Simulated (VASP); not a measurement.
A run of VASP 6.6.1:

Contents of INCAR:

```
SYSTEM = Li2CaO2
PREC = Accurate ; ENCUT = 910
EDIFF = 1E-7 ; ISMEAR = 0
SIGMA = 0.1 ; LREAL = .False.
LASPH = .True. ; NELM = 120
ALGO = Normal ; ISIF = 3
LWAVE = .False. ; LCHARG = .False.
GGA = PE ; IBRION = 2
NSW = 90 ; EDIFFG = -0.04
GGA_COMPAT = .False. ; NELMIN = 4
```

KPOINTS

```
regular mesh
0
Gamma
  6 6 4
  0 0 0
```

File POSCAR:

```
Li2CaO2
1.0
    3.4790883300      0.0000000000      0.0000000000
   -1.7395441700      3.0129788800      0.0000000000
    0.0000000000      0.0000000000      6.4392901400
Li Ca O
2 1 2
Direct
    0.0000000000      0.0000000000      0.8337046000
    0.0000000000      0.0000000000      0.1662954000
    0.0000000000      0.0000000000      0.5000000000
    0.3333333300      0.6666666700      0.5000000000
    0.6666666700      0.3333333300      0.5000000000
```

Potentials or basis: VASP PAW PBE potentials, release 64 (Li_sv, Ca_sv, O_h).

Launch:

```console
$ cat potpaw_PBE.64/Li_sv/POTCAR potpaw_PBE.64/Ca_sv/POTCAR potpaw_PBE.64/O_h/POTCAR > POTCAR
$ mpirun -np 1 vasp_std > vasp.out
```

Hardware: 1 thread of Intel(R) Xeon(R) Platinum 8259CL CPU @ 2.50GHz (Skylake/Cascade Lake), with other jobs on the host.

Question: Estimate the wall time of this run.

Answer: Wall time 13 min on 1 thread of Intel(R) Xeon(R) Platinum 8259CL CPU @ 2.50GHz (Skylake/Cascade Lake) (shared host), peak memory 0.33 GiB. Counts: scf iterations 122, k points 21, ion steps 10.
